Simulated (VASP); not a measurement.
# SrO (Fm-3m) in VASP: single point with HSE06

Aim: the single point of SrO with HSE06.

All numbers are computed with VASP 6.6.1; they aren't measurements. Logs are shortened: lines on timing, memory, paths and dates and some standing lists are left out, and cuts for length are marked.

## 1. The cell of the first run

It takes space group Fm-3m (No. 225, cubic). Conventional cell: a = 5.108 Å, b = 5.108 Å, c = 5.108 Å, α = 90.00°, β = 90.00°, γ = 90.00°. Within 3.4 Å of Sr (site symmetry m-3m) lie 6 O at 2.55 Å. Within 3.4 Å of O (site symmetry m-3m) lie 6 Sr at 2.55 Å.

## 2. Single point, HSE06 (strain -1.0%)

POSCAR

```
SrO
1.0
    0.0000000000      2.5540934026      2.5540934026
    2.5540934026      0.0000000000      2.5540934026
    2.5540934026      2.5540934026      0.0000000000
Sr O
1 1
Direct
    0.0000000000      0.0000000000      0.0000000000
    0.5000000000      0.5000000000      0.5000000000
```

INCAR.step1

```
ALGO = Normal
EDIFF = 1E-5
ENCUT = 520
GGA = PE
ISIF = 2
ISMEAR = 0
LASPH = True
LCHARG = False
LREAL = False
LWAVE = True
NBANDS = 15
NELM = 60
PREC = Accurate
SIGMA = 0.01
```

INCAR.step2

```
ALGO = Normal
EDIFF = 1E-6
ENCUT = 520
GGA = PE
HFSCREEN = 0.2079
ISIF = 2
ISMEAR = 0
ISTART = 1
LASPH = True
LCHARG = False
LHFCALC = True
LREAL = False
LWAVE = False
NBANDS = 15
NELM = 60
PREC = Accurate
PRECFOCK = Normal
SIGMA = 0.01
```

KPOINTS

```
k-points
0
Gamma
  6 6 6
```

Potentials or basis: VASP PAW PBE potentials, release 64 (Sr_sv, O).

Command:

```bash
> cat potpaw_PBE.64/Sr_sv/POTCAR potpaw_PBE.64/O/POTCAR > POTCAR
> cp INCAR.step1 INCAR
> mpirun -np 1 vasp_std > vasp.out
> cp INCAR.step2 INCAR
> mpirun -np 1 vasp_std > vasp.out
```

OUTCAR:

```text
EDIFF = 1E-6
   ENCUT = 520
   GGA = PE
   HFSCREEN = 0.2079
   ISIF = 2
   ISMEAR = 0
   ISTART = 1
   LASPH = True
   LHFCALC = True
   LREAL = False
   NELM = 60
   PREC = Accurate
   PRECFOCK = Normal

 ion  position               nearest neighbor table
   1  0.000  0.000  0.000-   2 2.55   2 2.55   2 2.55   2 2.55   2 2.55   2 2.55
   2  0.500  0.500  0.500-   1 2.55   1 2.55   1 2.55   1 2.55   1 2.55   1 2.55

  LATTYP: Found a face centered cubic cell.
 ALAT       =     5.1081868052

  Lattice vectors:

 A1 = (   0.0000000000,   2.5540934026,   2.5540934026)
 A2 = (   2.5540934026,   0.0000000000,   2.5540934026)
 A3 = (   2.5540934026,   2.5540934026,   0.0000000000)

Analysis of symmetry for initial positions (statically):
=====================================================================
 Subroutine PRICEL returns:
 Original cell was already a primitive cell.

 Routine SETGRP: Setting up the symmetry group for a
 face centered cubic supercell.

 Subroutine GETGRP returns: Found 48 space group operations
 (whereof 48 operations were pure point group operations)
 out of a pool of 48 trial point group operations.

The static configuration has the point symmetry O_h .

Analysis of symmetry for dynamics (positions and initial velocities):
=====================================================================
 Subroutine PRICEL returns:
 Original cell was already a primitive cell.

 Routine SETGRP: Setting up the symmetry group for a
 face centered cubic supercell.

 Subroutine GETGRP returns: Found 48 space group operations
 (whereof 48 operations were pure point group operations)
 out of a pool of 48 trial point group operations.

The dynamic configuration has the point symmetry O_h .

 Subroutine INISYM returns: Found 48 space group operations
 (whereof 48 operations are pure point group operations),
 and found     1 'primitive' translations

----------------------------------------------------------------------------------------

                                     Primitive cell

  volume of cell :      33.3227

  direct lattice vectors                    reciprocal lattice vectors
     0.000000000  2.554093403  2.554093403    -0.195764180  0.195764180  0.195764180
     2.554093403  0.000000000  2.554093403     0.195764180 -0.195764180  0.195764180
     2.554093403  2.554093403  0.000000000     0.195764180  0.195764180 -0.195764180

  length of vectors
     3.612033530  3.612033530  3.612033530     0.339073506  0.339073506  0.339073506

  position of ions in fractional coordinates (direct lattice)
     0.000000000  0.000000000  0.000000000
     0.500000000  0.500000000  0.500000000

  ion indices of the primitive-cell ions
   primitive index   ion index
                 1           1
                 2           2

----------------------------------------------------------------------------------------

 KPOINTS: k-points

Automatic generation of k-mesh.
 Grid dimensions read from file:
 generate k-points for:    6    6    6

 Generating k-lattice:

  Cartesian coordinates                     Fractional coordinates (reciprocal lattice)
    -0.032627363  0.032627363  0.032627363     0.166666667  0.000000000  0.000000000
     0.032627363 -0.032627363  0.032627363     0.000000000  0.166666667  0.000000000
     0.032627363  0.032627363 -0.032627363     0.000000000  0.000000000  0.166666667

  Length of vectors
     0.056512251  0.056512251  0.056512251

  Shift w.r.t. Gamma in fractional coordinates (k-lattice)
     0.000000000  0.000000000  0.000000000

 Subroutine IBZKPT returns following result:
 ===========================================

 Found     16 irreducible k-points:

 Following reciprocal coordinates:
            Coordinates               Weight
  0.000000  0.000000  0.000000      1.000000
  0.166667  0.000000  0.000000      8.000000
  0.333333  0.000000  0.000000      8.000000
  0.500000  0.000000  0.000000      4.000000
  0.166667  0.166667  0.000000      6.000000
  0.333333  0.166667  0.000000     24.000000
[... 8 lines left out ...]
 -0.333333  0.333333  0.166667     24.000000
 -0.333333  0.500000  0.166667     12.000000
   k-points           NKPTS =     16   k-points in BZ     NKDIM =    216   number of bands    NBANDS=     15
   number of dos      NEDOS =    301   number of ions     NIONS =      2
   total plane-waves  NPLWV =  21952
   dimension x,y,z NGX =    28 NGY =   28 NGZ =   28
   dimension x,y,z NGXF=    56 NGYF=   56 NGZF=   56
   ions per type =               1   1
   NGX,Y,Z   is equivalent  to a cutoff of  12.89, 12.89, 12.89 a.u.
   NGXF,Y,Z  is equivalent  to a cutoff of  25.77, 25.77, 25.77 a.u.
 SYSTEM =  unknown system
   PREC   = accura    normal or accurate (medium, high low for compatibility)
   ISTART =      1    job   : 0-new  1-cont  2-samecut
   ICHARG =      0    charge: 1-file 2-atom 10-const
   ISPIN  =      1    spin polarized calculation?
   LNONCOLLINEAR =      F non collinear calculations
   LSORBIT =      F    spin-orbit coupling
   LASPH  =      T    aspherical Exc in radial PAW
   ENCUT  =  520.0 eV  38.22 Ry    6.18 a.u.   6.72  6.72  6.72*2*pi/ulx,y,z
   NELM   =     60;   NELMIN=  2; NELMDL=  0     # of ELM steps
   EDIFF  = 0.1E-05   stopping-criterion for ELM
   LREAL  =      F    real-space projection
   EDIFFG = 0.1E-04   stopping-criterion for IOM
   NSW    =      0    number of steps for IOM
   IBRION =     -1    ionic relax: 0-MD 1-quasi-New 2-CG
   NFREE  =      0    steps in history (QN), initial steepest desc. (CG)
   ISIF   =      2    stress and relaxation
   ISYM   =      3    0-nonsym 1-usesym 2-fastsym
   POTIM  = 0.5000    time-step for ionic-motion
   TEBEG  =    0.0;   TEEND  =   0.0 temperature during run
   PSTRESS=    0.0 pullay stress
   NELECT =      16.0000    total number of electrons
   NUPDOWN=      -1.0000    fix difference up-down
   EMIN   =  10.00;   EMAX   =-10.00  energy-range for DOS
   EFERMI =   0.00;   METHOD = LEGACY
   ISMEAR =     0;   SIGMA  =   0.01  broadening in eV -4-tet -1-fermi 0-gaus
   EFERMI_NEDOS =   21; number of points for ismear=-14 and -15
   IALGO  =     38    algorithm
   IMIX   =      1    mixing-type and parameters
     AMIX     =   0.40;   BMIX     =  1.00
     AMIX_MAG =   1.60;   BMIX_MAG =  1.00
  volume/ion in A,a.u.               =      16.66       112.44
  Fermi-wavevector in a.u.,A,eV,Ry     =   1.281941  2.422517 22.359445  1.643373
  Thomas-Fermi vector in A             =   2.414282
   LORBIT       =      0    0 simple, 1 ext, 2 COOP (PROOUT), +10 PAW based schemes
   GGA     = PE    functional components
   LHFCALC =     T    Hartree Fock is set to
   PRECFOCK=normal    Normal, Fast or Accurate (Low or Medium for compatibility)
   ENCUT4O =  -1.0   cutoff for four orbital integrals eV
   NKREDX  =     1    reduce k-point grid by
   NKREDY  =     1    reduce k-point grid by
   NKREDZ  =     1    reduce k-point grid by
   AEXX    =    0.2500 exact exchange contribution
   HFSCREEN=    0.2079 screening length (either q_TF or 0.3 A-1)
   HFSCREENC=   0.2079 screening length for correlation (either q_TF or 0.3 A-1)
   ENCUTFOCK=  -1.0 apply spherical cutoff to Coloumb kernel
   IVDW    =     0    specifies the selected vdW correction
   LEPSILON=     F    determine dielectric tensor
   LRPA    =     F    only Hartree local field effects (RPA)
 non-spin polarized calculation
 Gauss-broadening in eV      SIGMA  =   0.01
  energy-cutoff  :      520.00
  volume of cell :       33.32
 maximum number of plane-waves:       934
  NGX = 24; NGY = 24; NGZ = 24

 number of electron      15.9999996 magnetization

 Free energy of the ion-electron system (eV)
  ---------------------------------------------------
  ext. energy  EPLUGINS =         0.00000000
  ---------------------------------------------------
  free energy    TOTEN  =       -14.17226058 eV

  energy without entropy =      -14.17226058  energy(sigma->0) =      -14.17226058

 E-fermi :   0.8291     XC(G=0):  -8.3390

 val. band max:        0.6845187631   @ k =   0.0000   0.0000   0.0000
 cond. band min:       5.4195788124   @ k =   0.5000   0.5000   0.0000
 fundamental gap:      4.7350600493
 Fermi energy:         0.8290744319

 k-point     1 :       0.0000    0.0000    0.0000
  band No.  band energies     occupation
      1     -33.5697      2.00000
      2     -15.9023      2.00000
      3     -13.8962      2.00000
      4     -13.8962      2.00000
      5     -13.8962      2.00000
      6       0.6845      2.00000
      7       0.6845      2.00000
      8       0.6845      2.00000
      9       6.3095      0.00000
     10       8.6078      0.00000
     11       8.6078      0.00000
     12       8.6078      0.00000
     13      10.9025      0.00000
     14      10.9025      0.00000
     15      15.0810      0.00000

 k-point     2 :       0.1667    0.0000    0.0000
  band No.  band energies     occupation
      1     -33.5297      2.00000
      2     -16.3434      2.00000
      3     -13.9164      2.00000
      4     -13.9164      2.00000
      5     -13.5432      2.00000
      6      -0.0488      2.00000
      7       0.3313      2.00000
      8       0.3313      2.00000
      9       7.4972      0.00000
     10       8.3758      0.00000
     11       9.1853      0.00000
     12       9.1853      0.00000
     13      11.6740      0.00000
     14      11.6740      0.00000
     15      16.8633      0.00000
[... 221 lines left out ...]
      3     -14.4961      2.00000
      4     -14.3553      2.00000
      5     -13.3754      2.00000
      6      -0.7439      2.00000
      7      -0.0276      2.00000
      8       0.0471      2.00000
      9       8.6026      0.00000
     10       8.7192      0.00000
     11      11.6576      0.00000
     12      12.8482      0.00000
     13      14.3490      0.00000
     14      15.8418      0.00000
     15      16.5569      0.00000

 k-point    16 :      -0.3333    0.5000    0.1667
  band No.  band energies     occupation
      1     -33.3593      2.00000
      2     -16.3393      2.00000
      3     -14.8216      2.00000
      4     -14.4863      2.00000
      5     -13.6401      2.00000
      6      -0.2773      2.00000
      7       0.2156      2.00000
      8       0.3536      2.00000
      9       6.8934      0.00000
     10      10.0826      0.00000
     11      11.1065      0.00000
     12      13.8292      0.00000
     13      13.9441      0.00000
     14      15.8044      0.00000
     15      16.3591      0.00000

------------------------ aborting loop because EDIFF is reached ----------------------------------------

  FORCE on cell =-STRESS in cart. coord.  units (eV):
  Direction    XX          YY          ZZ          XY          YZ          ZX
  --------------------------------------------------------------------------------------
  -------------------------------------------------------------------------------------
  Total        0.6682919      0.6682919      0.6682919      0.0000000      0.0000000      0.0000000
  in kB       32.1319048     32.1319048     32.1319048      0.0000000      0.0000000      0.0000000
  external PRESSURE =      32.1319048 kB  Pullay stress =       0.0000000 kB

 VOLUME and BASIS-vectors are now :
 -----------------------------------------------------------------------------
  energy-cutoff  :      520.00
  volume of cell :       33.32
      direct lattice vectors                 reciprocal lattice vectors
     0.000000000  2.554093403  2.554093403    -0.195764180  0.195764180  0.195764180
     2.554093403  0.000000000  2.554093403     0.195764180 -0.195764180  0.195764180
     2.554093403  2.554093403  0.000000000     0.195764180  0.195764180 -0.195764180

 POSITION                                       TOTAL-FORCE (eV/Angst)
 -----------------------------------------------------------------------------------
      0.00000      0.00000      0.00000         0.000000     -0.000000     -0.000000
      2.55409      2.55409      2.55409         0.000000      0.000000      0.000000
 -----------------------------------------------------------------------------------
    total drift:                                0.000000      0.000000      0.000000

  FREE ENERGIE OF THE ION-ELECTRON SYSTEM (eV)
  ---------------------------------------------------
  free  energy   TOTEN  =       -14.1722605798 eV

  energy  without entropy=      -14.1722605798  energy(sigma->0) =      -14.17226058
```

It took 22 min on 1 thread of Intel Xeon 6975P-C (Granite Rapids), shared host; peak memory 0.28 GiB.

What came out:

* Free energy: -14.1723 eV
* Pressure: 3.2 GPa
* Band gap on the k mesh: 4.74 eV, indirect (least direct gap 4.82 eV)

Caveat: the cell differs from its parent crystal (strain -1.0%); the PAW data sets were made with another functional, which shifts forces and pressure a little. A k mesh can miss the band edges.
